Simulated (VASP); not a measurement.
# C (Fmmm) in VASP: notebook

C is run at these levels: PBE+D3(BJ); tasks: single point.

Program: VASP 6.6.1. These are calculated values, not measurements. Logs are shortened: lines on timing, memory, paths and dates and some standing lists are left out, and cuts for length are marked.

## 1. The cell of the first run

The structure is orthorhombic, space group Fmmm (No. 69). The conventional cell has a = 2.473 Å, b = 3.734 Å, c = 6.816 Å, α = 90.00°, β = 90.00°, γ = 90.00°. C (site symmetry m2m) has 3 C at 1.25 to 1.38 Å within 1.7 Å.

## 2. Single point, PBE+D3(BJ) (7.87 Å³/atom)

INCAR

```
PREC = Accurate
ENCUT = 520
EDIFF = 1E-6
ISMEAR = 0
SIGMA = 0.03
LREAL = F
LASPH = T
NELM = 80
ALGO = Normal
ISIF = 2
LWAVE = F
LCHARG = F
GGA = PE
IVDW = 12
NBANDS = 11
```

KPOINTS

```
Automatic mesh
0
Gamma
  18 18 18
```

POSCAR

```
C
1.0
    0.0000000000      1.8672052120      3.4077648723
    1.2363672067      0.0000000000      3.4077648723
    1.2363672067      1.8672052120      0.0000000000
C
2
Direct
    0.1666966007      0.8333033993      0.1666966007
    0.8333033993      0.1666966007      0.8333033993
```

Potentials or basis: VASP PAW PBE potentials, release 64 (C).

Launch:

```bash
$ cat potpaw_PBE.64/C/POTCAR > POTCAR
$ mpirun -np 1 vasp_std > vasp.out
```

OUTCAR:

```text
PREC = Accurate
   ENCUT = 520
   EDIFF = 1E-6
   ISMEAR = 0
   LREAL = F
   LASPH = T
   NELM = 80
   ISIF = 2
   GGA = PE
   IVDW = 12
 IVDW          = 12

 ion  position               nearest neighbor table
   1  0.167  0.833  0.167-   2 1.25   2 1.38   2 1.38
   2  0.833  0.167  0.833-   1 1.25   1 1.38   1 1.38

  LATTYP: Found a face centered orthorhombic cell.
 ALAT       =     2.4727344134
 B/A-ratio  =     1.5102351485
 C/A-ratio  =     2.7562724519

  Lattice vectors:

 A1 = (   0.0000000000,   1.8672052120,   3.4077648723)
 A2 = (   1.2363672067,   0.0000000000,   3.4077648723)
 A3 = (   1.2363672067,   1.8672052120,   0.0000000000)

Analysis of symmetry for initial positions (statically):
=====================================================================
 Subroutine PRICEL returns:
 Original cell was already a primitive cell.

 Routine SETGRP: Setting up the symmetry group for a
 face centered orthorhombic supercell.

 Subroutine GETGRP returns: Found  8 space group operations
 (whereof  8 operations were pure point group operations)
 out of a pool of  8 trial point group operations.

The static configuration has the point symmetry D_2h.

Analysis of symmetry for dynamics (positions and initial velocities):
=====================================================================
 Subroutine PRICEL returns:
 Original cell was already a primitive cell.

 Routine SETGRP: Setting up the symmetry group for a
 face centered orthorhombic supercell.

 Subroutine GETGRP returns: Found  8 space group operations
 (whereof  8 operations were pure point group operations)
 out of a pool of  8 trial point group operations.

The dynamic configuration has the point symmetry D_2h.

 Subroutine INISYM returns: Found  8 space group operations
 (whereof  8 operations are pure point group operations),
 and found     1 'primitive' translations

----------------------------------------------------------------------------------------

                                     Primitive cell

  volume of cell :      15.7340

  direct lattice vectors                    reciprocal lattice vectors
     0.000000000  1.867205212  3.407764872    -0.404410597  0.267779887  0.146723738
     1.236367207  0.000000000  3.407764872     0.404410597 -0.267779887  0.146723738
     1.236367207  1.867205212  0.000000000     0.404410597  0.267779887 -0.146723738

  length of vectors
     3.885783927  3.625115901  2.239432779     0.506736474  0.506736474  0.506736474

  position of ions in fractional coordinates (direct lattice)
     0.166696601  0.833303399  0.166696601
     0.833303399  0.166696601  0.833303399

  ion indices of the primitive-cell ions
   primitive index   ion index
                 1           1
                 2           2

----------------------------------------------------------------------------------------

 KPOINTS: Automatic mesh

Automatic generation of k-mesh.
 Grid dimensions read from file:
 generate k-points for:   18   18   18

 Generating k-lattice:

  Cartesian coordinates                     Fractional coordinates (reciprocal lattice)
    -0.022467255  0.014876660  0.008151319     0.055555556  0.000000000  0.000000000
     0.022467255 -0.014876660  0.008151319    -0.000000000  0.055555556 -0.000000000
     0.022467255  0.014876660 -0.008151319     0.000000000  0.000000000  0.055555556

  Length of vectors
     0.028152026  0.028152026  0.028152026

  Shift w.r.t. Gamma in fractional coordinates (k-lattice)
     0.000000000  0.000000000  0.000000000

 Subroutine IBZKPT returns following result:
 ===========================================

 Found    865 irreducible k-points:

 Following reciprocal coordinates:
            Coordinates               Weight
  0.000000  0.000000  0.000000      1.000000
  0.055556  0.000000  0.000000      8.000000
  0.111111  0.000000  0.000000      8.000000
  0.166667  0.000000  0.000000      8.000000
  0.222222  0.000000  0.000000      8.000000
  0.277778  0.000000  0.000000      8.000000
[... 16 lines left out ...]
 -0.277778  0.055556  0.000000      8.000000
 -0.222222  0.055556 -0.000000      8.000000
 [... further k-points ...]
   k-points           NKPTS =    865   k-points in BZ     NKDIM =    865   number of bands    NBANDS=     11
   number of dos      NEDOS =    301   number of ions     NIONS =      2
   total plane-waves  NPLWV =  15120
   dimension x,y,z NGX =    30 NGY =   28 NGZ =   18
   dimension x,y,z NGXF=    60 NGYF=   56 NGZF=   36
   ions per type =               2
   NGX,Y,Z   is equivalent  to a cutoff of  12.83, 12.84, 13.36 a.u.
   NGXF,Y,Z  is equivalent  to a cutoff of  25.67, 25.68, 26.72 a.u.
 SYSTEM =  unknown system
   PREC   = accura    normal or accurate (medium, high low for compatibility)
   ISTART =      0    job   : 0-new  1-cont  2-samecut
   ICHARG =      2    charge: 1-file 2-atom 10-const
   ISPIN  =      1    spin polarized calculation?
   LNONCOLLINEAR =      F non collinear calculations
   LSORBIT =      F    spin-orbit coupling
   LASPH  =      T    aspherical Exc in radial PAW
   ENCUT  =  520.0 eV  38.22 Ry    6.18 a.u.   7.22  6.74  4.16*2*pi/ulx,y,z
   NELM   =     80;   NELMIN=  2; NELMDL= -5     # of ELM steps
   EDIFF  = 0.1E-05   stopping-criterion for ELM
   LREAL  =      F    real-space projection
   EDIFFG = 0.1E-04   stopping-criterion for IOM
   NSW    =      0    number of steps for IOM
   IBRION =     -1    ionic relax: 0-MD 1-quasi-New 2-CG
   NFREE  =      0    steps in history (QN), initial steepest desc. (CG)
   ISIF   =      2    stress and relaxation
   ISYM   =      2    0-nonsym 1-usesym 2-fastsym
   POTIM  = 0.5000    time-step for ionic-motion
   TEBEG  =    0.0;   TEEND  =   0.0 temperature during run
   PSTRESS=    0.0 pullay stress
   NELECT =       8.0000    total number of electrons
   NUPDOWN=      -1.0000    fix difference up-down
   EMIN   =  10.00;   EMAX   =-10.00  energy-range for DOS
   EFERMI =   0.00;   METHOD = LEGACY
   ISMEAR =     0;   SIGMA  =   0.03  broadening in eV -4-tet -1-fermi 0-gaus
   EFERMI_NEDOS =   21; number of points for ismear=-14 and -15
   IALGO  =     38    algorithm
   IMIX   =      4    mixing-type and parameters
     AMIX     =   0.40;   BMIX     =  1.00
     AMIX_MAG =   1.60;   BMIX_MAG =  1.00
  volume/ion in A,a.u.               =       7.87        53.09
  Fermi-wavevector in a.u.,A,eV,Ry     =   1.306648  2.469206 23.229604  1.707328
  Thomas-Fermi vector in A             =   2.437435
   LORBIT       =      0    0 simple, 1 ext, 2 COOP (PROOUT), +10 PAW based schemes
   GGA     = PE    functional components
   LHFCALC =     F    Hartree Fock is set to
   AEXX    =    0.0000 exact exchange contribution
   IVDW    =    12    specifies the selected vdW correction
   LEPSILON=     F    determine dielectric tensor
   LRPA    =     F    only Hartree local field effects (RPA)
 non-spin polarized calculation
 Gauss-broadening in eV      SIGMA  =   0.03
  energy-cutoff  :      520.00
  volume of cell :       15.73
 maximum number of plane-waves:       436
 NGX is ok and might be reduce to    30
   NGX = 15   NGY = 13   NGZ =  9

 number of electron       7.9999999 magnetization

 Free energy of the ion-electron system (eV)
  ---------------------------------------------------
  ext. energy  EPLUGINS =         0.00000000
  ---------------------------------------------------
  free energy    TOTEN  =       -17.17401326 eV

  energy without entropy =      -17.17399883  energy(sigma->0) =      -17.17400605

 E-fermi :   6.2308     XC(G=0): -10.5999

 val. band max:        6.2196586785   @ k =   0.5000  -0.1111   0.3889
 cond. band min:       6.2562023797   @ k =   0.0000   0.3889   0.3889
 fundamental gap:      0.0365437012
 Fermi energy:         6.2307543665

 k-point     1 :       0.0000    0.0000    0.0000
  band No.  band energies     occupation
      1     -15.5067      2.00000
      2      -2.3834      2.00000
      3       2.8553      2.00000
      4       2.9887      2.00000
      5       9.1541      0.00000
      6      13.8359      0.00000
      7      16.1131      0.00000
      8      19.5089      0.00000
      9      24.9767      0.00000
     10      30.8229      0.00000
     11      31.8836      0.00000

 k-point     2 :       0.0556    0.0000    0.0000
  band No.  band energies     occupation
      1     -15.4279      2.00000
      2      -2.3063      2.00000
      3       2.5079      2.00000
      4       2.8177      2.00000
      5       9.2747      0.00000
      6      14.1705      0.00000
      7      16.3418      0.00000
      8      19.1476      0.00000
      9      24.9808      0.00000
     10      30.4154      0.00000
     11      32.1337      0.00000

 k-point     3 :       0.1111    0.0000    0.0000
  band No.  band energies     occupation
      1     -15.1921      2.00000
      2      -2.0750      2.00000
      3       1.4777      2.00000
      4       2.4686      2.00000
      5       9.6476      0.00000
      6      14.9931      0.00000
      7      16.9872      0.00000
      8      18.1325      0.00000
      9      25.0589      0.00000
     10      29.3245      0.00000
     11      32.7676      0.00000
[... 267 lines left out ...]
 k-point    23 :      -0.2778    0.0556    0.0000
  band No.  band energies     occupation
      1     -12.7523      2.00000
      2      -4.7945      2.00000
      3       0.5122      2.00000
      4       0.5794      2.00000
      5      10.8960      0.00000
      6      13.1425      0.00000
      7      17.3287      0.00000
      8      22.1237      0.00000
      9      24.6945      0.00000
     10      27.6001      0.00000
     11      31.1697      0.00000

 k-point    24 :      -0.2222    0.0556   -0.0000
  band No.  band energies     occupation
      1     -13.5857      2.00000
      2      -3.1756      2.00000
      3      -0.2799      2.00000
      4       0.9784      2.00000
      5      11.7441      0.00000
      6      12.9099      0.00000
      7      17.1248      0.00000
      8      20.7117      0.00000
      9      25.6628      0.00000
     10      26.8694      0.00000
     11      31.9221      0.00000

 [... further k-points ...]

------------------------ aborting loop because EDIFF is reached ----------------------------------------

 Edisp (eV)   -0.27389

 E8    (eV) :    -0.0775

  FORCE on cell =-STRESS in cart. coord.  units (eV):
  Direction    XX          YY          ZZ          XY          YZ          ZX
  --------------------------------------------------------------------------------------
  -------------------------------------------------------------------------------------
  Total       2.70634    20.25322    -0.06798     0.00000     0.00000     0.00000
  in kB     275.58371  2062.36474    -6.92219     0.00000     0.00000     0.00000
  external pressure =      777.01 kB  Pullay stress =        0.00 kB

 VOLUME and BASIS-vectors are now :
 -----------------------------------------------------------------------------
  energy-cutoff  :      520.00
  volume of cell :       15.73
      direct lattice vectors                 reciprocal lattice vectors
     0.000000000  1.867205212  3.407764872    -0.404410597  0.267779887  0.146723738
     1.236367207  0.000000000  3.407764872     0.404410597 -0.267779887  0.146723738
     1.236367207  1.867205212  0.000000000     0.404410597  0.267779887 -0.146723738

 POSITION                                       TOTAL-FORCE (eV/Angst)
 -----------------------------------------------------------------------------------
      1.23637      0.62251      3.40776         0.000000      5.209923      0.000000
      1.23637      3.11190      3.40776         0.000000     -5.209923      0.000000
 -----------------------------------------------------------------------------------
    total drift:                                0.000000      0.000000     -0.000000

  FREE ENERGIE OF THE ION-ELECTRON SYSTEM (eV)
  ---------------------------------------------------
  free  energy   TOTEN  =       -17.4479009553 eV

  energy  without entropy=      -17.4478865227  energy(sigma->0) =      -17.44789374
```

Wall time 1.9 min (1 thread of AMD EPYC 7R13 (Zen 3), shared host); peak memory 0.21 GiB.

Results:

| Property | Result |
| --- | --- |
| Free energy | -17.4479 eV |
| Pressure | 77.7 GPa |
| Largest force | 5.210 eV/Å |
| Dispersion energy per atom | -0.137 eV |

Forces on the atoms (eV/Å):
```
C    0.000  5.210  0.000
C    0.000 -5.210  0.000
```

Stress tensor (GPa, compression positive):
```
 27.56   0.00   0.00
  0.00 206.24   0.00
  0.00   0.00  -0.69
```

Caveat: the stress differs along the axes, from -1 to 206 GPa; forces of over 1 eV/Å act on the atoms, so gaps and moduli don't describe the material at rest.

## 3. Single point, PBE+D3(BJ) (7.87 Å³/atom)

INCAR

```
PREC = Accurate ; ENCUT = 520
EDIFF = 1E-6 ; ISMEAR = 0
SIGMA = 0.03 ; LREAL = F
LASPH = T ; NELM = 60
ALGO = Normal ; ISIF = 2
LWAVE = F ; LCHARG = F
GGA = PE ; IVDW = 12
NBANDS = 11
```

KPOINTS is that of step 2.

POSCAR

```
C
1.0
    0.0000000000      1.9839714000      3.3059626574
    1.1994324636      0.0000000000      3.3059626574
    1.1994324636      1.9839714000      0.0000000000
C
2
Direct
    0.1666966007      0.8333033993      0.1666966007
    0.8333033993      0.1666966007      0.8333033993
```

Potentials or basis: VASP PAW PBE potentials, release 64 (C).

Launch:

```bash
$ cat potpaw_PBE.64/C/POTCAR > POTCAR
$ mpirun -np 1 vasp_std > vasp.out
```

It took 2 min on 1 thread of AMD EPYC 7R13 (Zen 3), shared host; peak memory 0.22 GiB.

The run converged. Its results:

```yaml
Free_energy: -18.2626 eV
Pressure: 56.1 GPa
Largest_force: 1.278 eV/Å
Dispersion_energy_per_atom: -0.148 eV
```

Forces in eV/Å, atoms in the order of the input:
```
C    0.000  1.278  0.000
C    0.000 -1.278  0.000
```

Stress tensor (GPa, compression positive):
```
 55.70   0.00   0.00
  0.00 111.99   0.00
  0.00   0.00   0.74
```

Caveat: the stress differs along the axes, from 1 to 112 GPa; forces of over 1 eV/Å act on the atoms, so gaps and moduli don't describe the material at rest.

## 4. Single point, PBE+D3(BJ) (7.87 Å³/atom)

INCAR

```
SYSTEM = C
PREC = Accurate
ENCUT = 520
EDIFF = 1E-6
ISMEAR = 0
SIGMA = 0.03
LREAL = .FALSE.
LASPH = .TRUE.
NELM = 60
ALGO = Normal
ISIF = 2
LWAVE = .FALSE.
LCHARG = .TRUE.
GGA = PE
IVDW = 12
LELF = .TRUE.
LVHAR = .TRUE.
NBANDS = 11
```

KPOINTS

```
Automatic mesh
0
G
  18 18 18
  0 0 0
```

POSCAR

```
C
1.0
    0.0000000000      2.2398652006      3.1113918236
    1.1288404459      0.0000000000      3.1113918236
    1.1288404459      2.2398652006      0.0000000000
C
2
Direct
    0.1666966007      0.8333033993      0.1666966007
    0.8333033993      0.1666966007      0.8333033993
```

Potentials or basis: VASP PAW PBE potentials, release 64 (C).

Launch:

```bash
$ cat potpaw_PBE.64/C/POTCAR > POTCAR
$ mpirun -np 1 vasp_std > vasp.out
```

OUTCAR:

```text
SYSTEM = C
   PREC = Accurate
   ENCUT = 520
   EDIFF = 1E-6
   ISMEAR = 0
   LREAL = .FALSE.
   LASPH = .TRUE.
   NELM = 60
   ISIF = 2
   GGA = PE
   IVDW = 12
 IVDW          = 12

 ion  position               nearest neighbor table
   1  0.167  0.833  0.167-   2 1.35   2 1.35   2 1.49
   2  0.833  0.167  0.833-   1 1.35   1 1.35   1 1.49

  LATTYP: Found a face centered orthorhombic cell.
 ALAT       =     2.2576808918
 B/A-ratio  =     1.9842177065
 C/A-ratio  =     2.7562724519

  Lattice vectors:

 A1 = (   0.0000000000,   2.2398652006,   3.1113918236)
 A2 = (   1.1288404459,   0.0000000000,   3.1113918236)
 A3 = (   1.1288404459,   2.2398652006,   0.0000000000)

Analysis of symmetry for initial positions (statically):
=====================================================================
 Subroutine PRICEL returns:
 Original cell was already a primitive cell.

 Routine SETGRP: Setting up the symmetry group for a
 face centered orthorhombic supercell.

 Subroutine GETGRP returns: Found  8 space group operations
 (whereof  8 operations were pure point group operations)
 out of a pool of  8 trial point group operations.

[... 174 lines left out ...]
      3       2.1868      2.00000
      4       3.4904      2.00000
      5      10.5744      0.00000
      6      11.7891      0.00000
      7      16.3710      0.00000
      8      17.8357      0.00000
      9      21.2892      0.00000
     10      29.4957      0.00000
     11      33.1828      0.00000
[... 309 lines left out ...]
 k-point    24 :      -0.2222    0.0556    0.0000
  band No.  band energies     occupation
      1     -12.4563      2.00000
      2      -1.8836      2.00000
      3      -0.1604      2.00000
      4       1.3263      2.00000
      5      12.4411      0.00000
      6      12.8044      0.00000
      7      13.6564      0.00000
      8      19.0301      0.00000
      9      24.7336      0.00000
     10      26.1140      0.00000
     11      28.7326      0.00000

 [... further k-points ...]

------------------------ aborting loop because EDIFF is reached ----------------------------------------

 Edisp (eV)   -0.32282

 E8    (eV) :    -0.0924

  FORCE on cell =-STRESS in cart. coord.  units (eV):
  Direction    XX          YY          ZZ          XY          YZ          ZX
  --------------------------------------------------------------------------------------
  -------------------------------------------------------------------------------------
  Total      11.34738    -3.47652     0.58383     0.00000     0.00000     0.00000
  in kB    1155.49217  -354.01007    59.45042     0.00000     0.00000     0.00000
  external pressure =      286.98 kB  Pullay stress =        0.00 kB

 VOLUME and BASIS-vectors are now :
 -----------------------------------------------------------------------------
  energy-cutoff  :      520.00
  volume of cell :       15.73
      direct lattice vectors                 reciprocal lattice vectors
     0.000000000  2.239865201  3.111391824    -0.442932393  0.223227719  0.160699786
     1.128840446  0.000000000  3.111391824     0.442932393 -0.223227719  0.160699786
     1.128840446  2.239865201  0.000000000     0.442932393  0.223227719 -0.160699786

 POSITION                                       TOTAL-FORCE (eV/Angst)
 -----------------------------------------------------------------------------------
      1.12884      0.74676      3.11139         0.000000     -1.654433      0.000000
      1.12884      3.73297      3.11139         0.000000      1.654433      0.000000
 -----------------------------------------------------------------------------------
    total drift:                                0.000000      0.000000     -0.000000

  FREE ENERGIE OF THE ION-ELECTRON SYSTEM (eV)
  ---------------------------------------------------
  free  energy   TOTEN  =       -18.1411692593 eV

  energy  without entropy=      -18.1411692584  energy(sigma->0) =      -18.14116926
```

stdout:

```text
POSCAR found type information on POSCAR C
 POSCAR found :  1 types and       2 ions
 scaLAPACK will be used
 LDA part: xc-table for (Slater+PW92), standard interpolation
 POSCAR, INCAR and KPOINTS ok, starting setup
 FFT: planning ... GRIDC
 FFT: planning ... GRID_SOFT
 FFT: planning ... GRID
 WAVECAR not read
 entering main loop
```

Wall time 2.2 min (1 thread of AMD EPYC 7R13 (Zen 3), shared host); peak memory 0.22 GiB.

What came out:

```yaml
Free_energy: -18.1412 eV
Pressure: 28.7 GPa
Largest_force: 1.654 eV/Å
Dispersion_energy_per_atom: -0.161 eV
```

Forces on the atoms (eV/Å):
```
C    0.000 -1.654  0.000
C    0.000  1.654  0.000
```

Caveat: the stress differs along the axes, from -35 to 116 GPa; forces of over 1 eV/Å act on the atoms, so gaps and moduli don't describe the material at rest.

## 5. Single point, PBE+D3(BJ) (8.22 Å³/atom)

This run uses another cell than the first one, of 8.22 Å³/atom.

INCAR

```
PREC = Accurate ; ENCUT = 520
EDIFF = 1E-7 ; ISMEAR = 0
SIGMA = 0.03 ; LREAL = False
LASPH = True ; NELM = 100
ALGO = Normal ; ISIF = 2
LWAVE = False ; LCHARG = False
GGA = PE ; IVDW = 12
NBANDS = 11
```

KPOINTS

```
regular mesh
0
Gamma
  18 18 18
```

POSCAR

```
C
1.0
    0.0000000000      2.3433144373      3.1101929954
    1.1284055004      0.0000000000      3.1101929954
    1.1284055004      2.3433144373      0.0000000000
C
2
Direct
    0.1666966007      0.8333033993      0.1666966007
    0.8333033993      0.1666966007      0.8333033993
```

Launch:

```bash
$ cat potpaw_PBE.64/C/POTCAR > POTCAR
$ mpirun -np 1 vasp_std > vasp.out
```

Wall time 2.3 min (1 thread of AMD EPYC 7R13 (Zen 3), shared host); peak memory 0.22 GiB.

The run converged. Its results:

```yaml
Free_energy: -17.8733 eV
Pressure: 9.2 GPa
Largest_force: 0.990 eV/Å
Dispersion_energy_per_atom: -0.161 eV
```

Forces in eV/Å, atoms in the order of the input:
```
C    0.000 -0.990  0.000
C    0.000  0.990  0.000
```

Stress tensor (GPa, compression positive):
```
100.28   0.00   0.00
  0.00 -79.02   0.00
  0.00   0.00   6.21
```

Caveat: the stress differs along the axes, from -79 to 100 GPa.

(Part 1 of 2 ends here.)
